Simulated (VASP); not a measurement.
Input of a VASP 6.6.1 run:

File INCAR:

```
PREC     = Accurate       # precision mode
ENCUT    = 520            # plane-wave cutoff, eV
EDIFF    = 1E-7           # SCF threshold, eV
ISMEAR   = 0              # smearing method
SIGMA    = 0.1            # smearing width, eV
LREAL    = F              # projectors in reciprocal space
LASPH    = T              # aspherical terms in the spheres
NELM     = 100            # most SCF steps
ALGO     = Normal         # electronic algorithm
ISIF     = 2              # what is computed and relaxed
LWAVE    = F              # write WAVECAR
LCHARG   = F              # write CHGCAR
GGA      = PS             # functional
NBANDS   = 34             # bands
```

The input KPOINTS:

```
regular mesh
0
Gamma
  6 6 6
```

Contents of POSCAR:

```
In
1.0
   -2.9155857014      2.9155857014      2.5551338430
    2.9155857014     -2.9155857014      2.5551338430
    2.9155857014      2.9155857014     -2.5551338430
In
4
Direct
    0.1637304900      0.3362695100      0.5000000000
    0.6637304900      0.1637304900      0.8274609700
    0.3362695100      0.8362695100      0.1725390300
    0.8362695100      0.6637304900      0.5000000000
```

Potentials or basis: VASP PAW PBE potentials, release 64 (In_d).

Run with:

```console
$ cat potpaw_PBE.64/In_d/POTCAR > POTCAR
$ mpirun -np 1 vasp_std > vasp.out
```

**Question.** Predict the pressure.

**Answer.** 17.3 GPa.

**Question.** What does it give for the largest force?

**Answer.** 1.204 eV/Å.

**Question.** What does it give for the band gap on the k mesh?

**Answer.** Zero (bands 26 and 27 overlap by 2.92 eV).

Forces on the atoms (eV/Å):
```
In  -0.851  0.851  0.000
In   0.851  0.851  0.000
In  -0.851 -0.851  0.000
In   0.851 -0.851  0.000
```

Caveat: the cell differs from its parent crystal (Sc replaced by In, lengths x 0.901, strained); the cell stands under pressure; the PAW data sets were made with another functional, which shifts forces and pressure a little; spin-orbit coupling is left out, which moves the levels of the heavy elements.
